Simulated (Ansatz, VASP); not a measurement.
**Two plane-wave programs on Si2BN**

```
Si B N
1.0
     5.48638    0.00000    0.00000
    -2.74319    4.75135    0.00000
     0.00000    0.00000    2.56176
Si B N
2 1 1
Direct
  0.33333 0.66667 0.00000
  0.66667 0.33333 0.00000
  0.00000 0.00000 0.50000
  0.00000 0.00000 0.00000
```

Alike in both runs: task relaxation of cell and atoms; functional PBE; k mesh 6 × 6 × 6; occupations gaussian, width 0.1 eV; no spin polarisation.

|  | VASP | Ansatz |
| --- | --- | --- |
| version | VASP 6.6.1 | Ansatz 0.2.0 |
| potentials or method | VASP PAW PBE potentials, release 64 (Si, B, N), cutoff 600 eV | scalar-relativistic, plane waves, PAW |
| valence electrons in the cell | 16 | 16 |

```tsv
	VASP	Ansatz	Ansatz less VASP
gap on the k mesh at the Fermi level, each at its own relaxed structure (eV)	none	none	-
relaxed volume (Å³/atom)	13.67	13.72	+0.048
relaxed length of the cell vector where the two differ most in proportion (Å)	4.892	4.898	+0.0061
```

A gap of «none» marks a metal or a gap that the smearing closes.

The k mesh is coarse, so the values compare programs but aren't converged. Noted on VASP's run: the volume moved by over 15 % at a fixed basis, so the end points are rough.
